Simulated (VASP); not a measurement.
Input of a VASP 6.6.1 run:

Contents of INCAR:

```
SYSTEM = AlN
  PREC = Accurate
  ENCUT = 520
  EDIFF = 1E-7
  ISMEAR = 0
  SIGMA = 0.05
  LREAL = .False.
  LASPH = .True.
  NELM = 60
  ALGO = Normal
  ISIF = 2
  LWAVE = .False.
  LCHARG = .True.
  GGA = PS
  LELF = .True.
  LVHAR = .True.
  NBANDS = 26
```

File KPOINTS:

```
regular mesh
0
Gamma
  8 8 3
  0 0 0
```

Contents of POSCAR:

```
AlN
1.0
   -3.1135599822      0.0000000000      0.0000000000
   -1.5567799911     -2.6964220408      0.0000000000
   -0.6486583296     -1.1235091837     10.2667009506
Al N
4 4
Direct
    0.3333333333     -0.0325311684      0.8780748041
    0.3333333333      0.1697145229      0.3926851450
    0.6666666667      0.6041707019      0.1499903154
    0.6666666667      0.4019250106      0.6353799746
    0.3333333333      0.2947064524      0.0927045142
    0.3333333333      0.0924607611      0.5780941734
    0.6666666667      0.5269169401      0.3353993438
    0.6666666667      0.3246712488      0.8207890030
```

Potentials or basis: VASP PAW PBE potentials, release 64 (Al, N).

Launch:

```sh
$ cat potpaw_PBE.64/Al/POTCAR potpaw_PBE.64/N/POTCAR > POTCAR
$ mpirun -np 1 vasp_std > vasp.out
```

Q: Estimate the band gap on the k mesh.

A: 3.00 eV.

Q: Estimate the pressure.

A: -3.6 GPa.

Q: What does it give for the largest force?

A: 1.061 eV/Å.

Stress tensor (GPa, compression positive):
```
-2.06 -2.35  2.82
-2.35 -5.74  1.54
 2.82  1.54 -2.92
```

Caveat: the cell stands under tension; the PAW data sets were made with another functional, which shifts forces and pressure a little; an odd mesh through Γ misses points on the zone boundary, where band edges can lie.
